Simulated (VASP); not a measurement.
# I2 in VASP: a series of runs

The runs below take I2 through single point, relaxation of the atoms, with PBEsol.

Everything below comes from runs of VASP 6.6.1. Logs are shortened: lines on timing, memory, paths and dates and some standing lists are left out, and cuts for length are marked.

## (1) The cell of the first run

The cell holds a molecule in a box, 2 atoms: a = 12.000 Å, b = 12.300 Å, c = 12.600 Å, α = 90.00°, β = 90.00°, γ = 90.00°.

## (2) Single point, PBEsol

INCAR

```
SYSTEM = I
  PREC = Accurate
  ENCUT = 520
  EDIFF = 1E-6
  ISMEAR = -1
  SIGMA = 0.01
  LREAL = .FALSE.
  LASPH = .TRUE.
  NELM = 80
  ALGO = Normal
  ISIF = 2
  LWAVE = .FALSE.
  LCHARG = .FALSE.
  GGA = PS
  NBANDS = 14
```

KPOINTS

```
Automatic mesh
0
G
  1 1 1
  0 0 0
```

POSCAR

```
I
1.0
   12.0000000000      0.0000000000      0.0000000000
    0.0000000000     12.3000000000      0.0000000000
    0.0000000000      0.0000000000     12.6000000000
I
2
Direct
    0.5000000000      0.5000000000      0.3944980468
    0.5000000000      0.5000000000      0.6055019532
```

Potentials or basis: VASP PAW PBE potentials, release 64 (I).

The run is started by

```
> cat potpaw_PBE.64/I/POTCAR > POTCAR
> mpirun -np 1 vasp_gam > vasp.out
```

OUTCAR:

```text
SYSTEM = I
   PREC = Accurate
   ENCUT = 520
   EDIFF = 1E-6
   ISMEAR = -1
   LREAL = .FALSE.
   LASPH = .TRUE.
   NELM = 80
   ISIF = 2
   GGA = PS

 ion  position               nearest neighbor table
   1  0.500  0.500  0.394-   2 2.66
   2  0.500  0.500  0.606-   1 2.66

  LATTYP: Found a simple orthorhombic cell.
 ALAT       =    12.0000000000
 B/A-ratio  =     1.0250000000
 C/A-ratio  =     1.0500000000

  Lattice vectors:

 A1 = (  12.0000000000,   0.0000000000,   0.0000000000)
 A2 = (   0.0000000000,  12.3000000000,   0.0000000000)
 A3 = (   0.0000000000,   0.0000000000,  12.6000000000)

Analysis of symmetry for initial positions (statically):
=====================================================================
 Subroutine PRICEL returns:
 Original cell was already a primitive cell.

 Routine SETGRP: Setting up the symmetry group for a
 simple orthorhombic supercell.

 Subroutine GETGRP returns: Found  8 space group operations
 (whereof  8 operations were pure point group operations)
 out of a pool of  8 trial point group operations.

The static configuration has the point symmetry D_2h.

Analysis of symmetry for dynamics (positions and initial velocities):
=====================================================================
 Subroutine PRICEL returns:
 Original cell was already a primitive cell.

 Routine SETGRP: Setting up the symmetry group for a
 simple orthorhombic supercell.

 Subroutine GETGRP returns: Found  8 space group operations
 (whereof  8 operations were pure point group operations)
 out of a pool of  8 trial point group operations.

The dynamic configuration has the point symmetry D_2h.

 Subroutine INISYM returns: Found  8 space group operations
 (whereof  8 operations are pure point group operations),
 and found     1 'primitive' translations

----------------------------------------------------------------------------------------

                                     Primitive cell

  volume of cell :    1859.7600

  direct lattice vectors                    reciprocal lattice vectors
    12.000000000  0.000000000  0.000000000     0.083333333  0.000000000  0.000000000
     0.000000000 12.300000000  0.000000000     0.000000000  0.081300813  0.000000000
     0.000000000  0.000000000 12.600000000     0.000000000  0.000000000  0.079365079

  length of vectors
    12.000000000 12.300000000 12.600000000     0.083333333  0.081300813  0.079365079

[... 56 lines left out ...]
   EDIFF  = 0.1E-05   stopping-criterion for ELM
   LREAL  =      F    real-space projection
   EDIFFG = 0.1E-04   stopping-criterion for IOM
   NSW    =      0    number of steps for IOM
   IBRION =     -1    ionic relax: 0-MD 1-quasi-New 2-CG
   NFREE  =      0    steps in history (QN), initial steepest desc. (CG)
   ISIF   =      2    stress and relaxation
   ISYM   =      2    0-nonsym 1-usesym 2-fastsym
   POTIM  = 0.5000    time-step for ionic-motion
   TEBEG  =    0.0;   TEEND  =   0.0 temperature during run
   PSTRESS=    0.0 pullay stress
   NELECT =      14.0000    total number of electrons
   NUPDOWN=      -1.0000    fix difference up-down
   EMIN   =  10.00;   EMAX   =-10.00  energy-range for DOS
   EFERMI =   0.00;   METHOD = LEGACY
   ISMEAR =    -1;   SIGMA  =   0.01  broadening in eV -4-tet -1-fermi 0-gaus
   EFERMI_NEDOS =   21; number of points for ismear=-14 and -15
   IALGO  =     38    algorithm
   IMIX   =      4    mixing-type and parameters
     AMIX     =   0.40;   BMIX     =  1.00
     AMIX_MAG =   1.60;   BMIX_MAG =  1.00
  volume/ion in A,a.u.               =     929.88      6275.14
  Fermi-wavevector in a.u.,A,eV,Ry     =   0.320847  0.606314  1.400625  0.102943
  Thomas-Fermi vector in A             =   1.207823
   LORBIT       =      0    0 simple, 1 ext, 2 COOP (PROOUT), +10 PAW based schemes
   GGA     = PS    functional components
   LHFCALC =     F    Hartree Fock is set to
   AEXX    =    0.0000 exact exchange contribution
   IVDW    =     0    specifies the selected vdW correction
   LEPSILON=     F    determine dielectric tensor
   LRPA    =     F    only Hartree local field effects (RPA)
 non-spin polarized calculation
  energy-cutoff  :      520.00
  volume of cell :     1859.76
 maximum number of plane-waves:     25042
 NGX is ok and might be reduce to    90
   NGX = 45   NGY = 45   NGZ = 47

 number of electron      14.0000002 magnetization

 Free energy of the ion-electron system (eV)
  ---------------------------------------------------
  ext. energy  EPLUGINS =         0.00000000
  ---------------------------------------------------
  free energy    TOTEN  =        -2.88196738 eV

  energy without entropy =       -2.88196738  energy(sigma->0) =       -2.88196738

 E-fermi :  -5.6275     XC(G=0):  -0.7619

 val. band max:       -5.8882411011   @ k =   0.0000   0.0000   0.0000
 cond. band min:      -4.0124856564   @ k =   0.0000   0.0000   0.0000
 fundamental gap:      1.8757554448
 Fermi energy:        -5.6274825709

 k-point     1 :       0.0000    0.0000    0.0000
  band No.  band energies     occupation
      1     -18.5866      2.00000
      2     -16.3077      2.00000
      3      -9.2902      2.00000
      4      -7.5506      2.00000
      5      -7.5505      2.00000
      6      -5.8883      2.00000
      7      -5.8882      2.00000
      8      -4.0125      0.00000
      9      -0.2869      0.00000
     10       0.6197      0.00000
     11       0.7671      0.00000
     12       0.8553      0.00000
     13       0.8923      0.00000
     14       0.8941      0.00000

------------------------ aborting loop because EDIFF is reached ----------------------------------------

  FORCE on cell =-STRESS in cart. coord.  units (eV):
  Direction    XX          YY          ZZ          XY          YZ          ZX
  --------------------------------------------------------------------------------------
  -------------------------------------------------------------------------------------
  Total       -0.0001823     -0.0004220      0.0070226      0.0000000      0.0000000      0.0000000
  in kB       -0.0001571     -0.0003636      0.0060500      0.0000000      0.0000000      0.0000000
  external PRESSURE =       0.0018431 kB  Pullay stress =       0.0000000 kB

 VOLUME and BASIS-vectors are now :
 -----------------------------------------------------------------------------
  energy-cutoff  :      520.00
  volume of cell :     1859.76
      direct lattice vectors                 reciprocal lattice vectors
    12.000000000  0.000000000  0.000000000     0.083333333  0.000000000  0.000000000
     0.000000000 12.300000000  0.000000000     0.000000000  0.081300813  0.000000000
     0.000000000  0.000000000 12.600000000     0.000000000  0.000000000  0.079365079

 POSITION                                       TOTAL-FORCE (eV/Angst)
 -----------------------------------------------------------------------------------
      6.00000      6.15000      4.97068         0.000000      0.000000     -0.001714
      6.00000      6.15000      7.62932         0.000000      0.000000      0.001714
 -----------------------------------------------------------------------------------
    total drift:                                0.000000     -0.000000     -0.000000

  FREE ENERGIE OF THE ION-ELECTRON SYSTEM (eV)
  ---------------------------------------------------
  free  energy   TOTEN  =        -2.8819673845 eV

  energy  without entropy=       -2.8819673845  energy(sigma->0) =       -2.88196738
```

OSZICAR:

```text
N       E                     dE             d eps       ncg     rms          rms(c)
DAV:   1     0.130479711588E+03    0.13048E+03   -0.26607E+03    28   0.548E+02
DAV:   2     0.292026768908E+02   -0.10128E+03   -0.99352E+02    44   0.780E+01
DAV:   3    -0.218710766789E+01   -0.31390E+02   -0.31309E+02    48   0.601E+01
[... 13 lines left out ...]
DAV:  17    -0.288194148349E+01   -0.13559E-04   -0.62422E-07    34   0.343E-03    0.223E-03
DAV:  18    -0.288196042871E+01   -0.18945E-04   -0.12123E-06    34   0.422E-03    0.156E-03
DAV:  19    -0.288196342112E+01   -0.29924E-05   -0.75473E-08    26   0.136E-03    0.171E-03
DAV:  20    -0.288196713715E+01   -0.37160E-05   -0.12416E-07    34   0.134E-03    0.206E-03
DAV:  21    -0.288196738454E+01   -0.24740E-06    0.81774E-09    26   0.239E-04
   1 F= -.28819674E+01 E0= -.28819674E+01  d E =-.512437E-11
```

stdout:

```text
POSCAR found type information on POSCAR I
 POSCAR found :  1 types and       2 ions
 scaLAPACK will be used
 -----------------------------------------------------------------------------
|                                                                             |
|                                                                             |
|     You enforced a specific xc type in the INCAR file but a different       |
|     I HOPE YOU KNOW WHAT YOU ARE DOING!                                     |
|                                                                             |
 -----------------------------------------------------------------------------

 LDA part: xc-table for (Slater+PW92), standard interpolation
 POSCAR, INCAR and KPOINTS ok, starting setup
 FFT: planning ... GRIDC
 FFT: planning ... GRID_SOFT
 FFT: planning ... GRID
 WAVECAR not read
 entering main loop
```

Wall time 70 s (1 thread of Intel Xeon 6975P-C (Granite Rapids), shared host); peak memory 1.2 GiB.

Results:

```
Free energy                     : -2.8820 eV
Gap between the frontier levels : 1.88 eV
```

Caveat: the PAW data sets were made with another functional, which shifts forces and pressure a little; spin-orbit coupling is left out, which moves the levels of the heavy elements.

## (3) Single point, PBEsol

INCAR

```
ALGO = Normal
EDIFF = 1E-6
ENCUT = 520
GGA = PS
ISIF = 2
ISMEAR = -1
LASPH = True
LCHARG = False
LREAL = False
LWAVE = False
NBANDS = 14
NELM = 80
PREC = Accurate
SIGMA = 0.01
```

KPOINTS

```
k-points
0
Gamma
  1 1 1
```

POSCAR is that of step 2.

Potentials or basis: VASP PAW PBE potentials, release 64 (I).

The run is started by

```
> cat potpaw_PBE.64/I/POTCAR > POTCAR
> mpirun -np 1 vasp_gam > vasp.out
```

It took 71 s on 1 thread of Intel Xeon 6975P-C (Granite Rapids), shared host; peak memory 1.2 GiB.

The run converged. Its results:

```yaml
Free_energy: -2.8820 eV
Gap_between_the_frontier_levels: 1.88 eV
```

Levels at points of the mesh, in eV from the valence-band top:
```tsv
k point	band 5	band 6	band 7	band 8	band 9	band 10
(0.00, 0.00, 0.00)	-1.66	0.00	0.00	1.88	5.60	6.51
```

Caveat: the PAW data sets were made with another functional, which shifts forces and pressure a little; spin-orbit coupling is left out, which moves the levels of the heavy elements.

## (4) Relaxation of the atoms, PBEsol

INCAR

```
ALGO = Normal
EDIFF = 1E-7
EDIFFG = -0.01
ENCUT = 520
GGA = PS
IBRION = 2
ISIF = 2
ISMEAR = -1
LASPH = T
LCHARG = F
LREAL = F
LWAVE = F
NELM = 60
NSW = 80
PREC = Accurate
SIGMA = 0.01
```

KPOINTS is that of step 3.

POSCAR

```
I
1.0
   12.0000000000      0.0000000000      0.0000000000
    0.0000000000     12.3000000000      0.0000000000
    0.0000000000      0.0000000000     12.6000000000
I
2
Direct
    0.5000000000      0.5000000000      0.3936507937
    0.5000000000      0.5000000000      0.6063492063
```

The run is started by

```
> cat potpaw_PBE.64/I/POTCAR > POTCAR
> mpirun -np 1 vasp_gam > vasp.out
```

It took 2.4 min on 1 thread of Intel Xeon 6975P-C (Granite Rapids), shared host; peak memory 1.5 GiB.

It converged, with:

```
Free energy                     : -2.8820 eV
Energy gained by relaxing       : 1.3 meV/atom
Ionic steps                     : 3
Gap between the frontier levels : 1.88 eV
```

The path:
| step | energy change (eV) | largest force (eV/Å) | pressure (GPa) |
| --- | --- | --- | --- |
| 1 | 0.0000 | 0.2357 | -0.02 |
| 2 | -0.0025 | 0.0179 | 0.00 |
| 3 | -0.0025 | 0.0000 | 0.00 |

Final structure:
```yaml
crystal:
  lattice:
    - [12.00000, 0.00000, 0.00000]
    - [0.00000, 12.30000, 0.00000]
    - [0.00000, 0.00000, 12.60000]
  atoms:
    - { symbol: I, position: [0.50000, 0.50000, 0.39449] }
    - { symbol: I, position: [0.50000, 0.50000, 0.60551] }
```

Levels at points of the mesh, in eV from the valence-band top:
```tsv
k point	band 5	band 6	band 7	band 8	band 9	band 10
(0.00, 0.00, 0.00)	-1.66	0.00	0.00	1.88	5.60	6.51
```

Caveat: the PAW data sets were made with another functional, which shifts forces and pressure a little; spin-orbit coupling is left out, which moves the levels of the heavy elements.
